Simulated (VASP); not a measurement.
A run of VASP 6.6.1:

Contents of INCAR:

```
SYSTEM = LuH2
ALGO = Normal
EDIFF = 1E-6
ENCUT = 520
GGA = PS
ISIF = 2
ISMEAR = 0
LASPH = .TRUE.
LCHARG = .TRUE.
LELF = .TRUE.
LREAL = .FALSE.
LVHAR = .TRUE.
LWAVE = .FALSE.
NBANDS = 20
NELM = 100
PREC = Accurate
SIGMA = 0.1
```

KPOINTS

```
k-points
0
G
  14 14 14
  0 0 0
```

File POSCAR:

```
LuH2
1.0
    0.0000000000      2.4793084034      2.4793084034
    2.4793084034      0.0000000000      2.4793084034
    2.4793084034      2.4793084034      0.0000000000
Lu H
1 2
Direct
    0.0000000000      0.0000000000      0.0000000000
    0.2500000000      0.2500000000      0.2500000000
    0.7500000000      0.7500000000      0.7500000000
```

Potentials or basis: VASP PAW PBE potentials, release 64 (Lu, H).

Run with:

```console
$ cat potpaw_PBE.64/Lu/POTCAR potpaw_PBE.64/H/POTCAR > POTCAR
$ mpirun -np 1 vasp_std > vasp.out
```

Hardware: 1 thread of Intel(R) Xeon(R) Platinum 8259CL CPU @ 2.50GHz (Skylake/Cascade Lake) (shared host).

**Question.** Estimate the wall time of this run.

**Answer.** Wall time 65 s on 1 thread of Intel(R) Xeon(R) Platinum 8259CL CPU @ 2.50GHz (Skylake/Cascade Lake), on a shared host, peak memory 0.21 GiB. Counts: scf iterations 12, k points 104.
